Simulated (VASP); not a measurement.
Set up this calculation in VASP 6.6.1, as the native input.

* Task: single point
* Functional: PBEsol
* Dispersion: D3(BJ)
* Potentials or basis: VASP PAW PBE potentials, release 64 (Ag)
* Cutoff: 520 eV
* k mesh: 11 × 11 × 11
* Occupations: fermi-dirac, width 0.05 eV
* Spin: no spin polarisation
* Dipole correction: no
* Further INCAR settings: ALGO = Fast; EDIFF = 1e-06; NBANDS = 12

The structure of Ag lies in POSCAR:

```
Ag
1.0
   -1.5888566777      1.5888566777      1.5888566777
    1.5888566777     -1.5888566777      1.5888566777
    1.5888566777      1.5888566777     -1.5888566777
Ag
1
Direct
    0.0000000000      0.0000000000      0.0000000000
```

The input as run:

INCAR

```
PREC     = Accurate       # precision mode
ENCUT    = 520            # plane-wave cutoff, eV
EDIFF    = 1E-6           # SCF threshold, eV
ISMEAR   = -1             # smearing method
SIGMA    = 0.05           # smearing width, eV
LREAL    = F              # projectors in reciprocal space
LASPH    = T              # aspherical terms in the spheres
NELM     = 60             # most SCF steps
ALGO     = Fast           # electronic algorithm
ISIF     = 2              # what is computed and relaxed
LWAVE    = F              # write WAVECAR
LCHARG   = F              # write CHGCAR
GGA      = PS             # functional
IVDW     = 12             # dispersion correction
NBANDS   = 12             # bands
```

KPOINTS

```
regular mesh
0
Gamma
  11 11 11
```

Potentials or basis: VASP PAW PBE potentials, release 64 (Ag).

The run is started by

```sh
$ cat potpaw_PBE.64/Ag/POTCAR > POTCAR
$ mpirun -np 1 vasp_std > vasp.out
```

Results of the run:

```
Pressure                   : -0.1 GPa
Dispersion energy per atom : -0.581 eV
```

Caveat: the PAW data sets were made with another functional, which shifts forces and pressure a little; pairwise dispersion overbinds metals, which lowers pressure and volume.

It took 5.4 s on 1 thread of Intel(R) Xeon(R) Platinum 8559C (Emerald Rapids) (shared host), peak memory 0.13 GiB.
